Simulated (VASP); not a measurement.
Runs of VASP 6.6.1 on SiO2. The structure is that of space group I-42d (No. 122), or close to it. The cells are those of the table. 

| cell | k mesh | smearing | gap on the mesh (eV) | pressure (GPa) | largest force (eV/Å) |
| --- | --- | --- | --- | --- | --- |
| a = 5.043 Å, angles 121.5, 121.5, 87.4°, 6 atoms | 6 × 6 × 6 | gaussian 0.02 eV | 5.76 | 0.6 | 0.03 |
| a = 4.705 Å, angles 134.7, 134.7, 65.9°, 6 atoms | 8 × 8 × 8 | gaussian 0.02 eV | 6.37 | 31.5 | 0.10 |
| a = 5.063 Å, angles 121.4, 121.4, 87.6°, 6 atoms | 6 × 6 × 6 | gaussian 0.1 eV | 5.70 | -1.0 | 0.07 |
| a = 4.750 Å, angles 131.8, 131.8, 70.6°, 6 atoms | 8 × 8 × 8 | gaussian 0.02 eV | (a) | 16.2 | 0.08 |
| a = 4.603 Å, angles 136.3, 136.3, 63.6°, 6 atoms | 10 × 10 × 10 | gaussian 0.02 eV | 5.58 | 61.9 | 0.11 |
| a = 4.883 Å, angles 123.3, 123.3, 84.3°, 6 atoms | 6 × 6 × 6 | gaussian 0.02 eV | (c) | 3.7 | (b) |
| a = 4.769 Å, angles 126.9, 126.9, 78.4°, 6 atoms | 8 × 8 × 8 | gaussian 0.02 eV | 6.43 | 8.9 | 0.07 |

Alike in all rows: task single point; level LDA; potentials or basis VASP PAW LDA potentials, release 64 (Si, O); no spin polarisation; cutoff (eV) 520.

Task: Fill in the values left out.

Result: (a) 6.47; (b) 0.05; (c) 6.23.

A k mesh can miss the band edges.
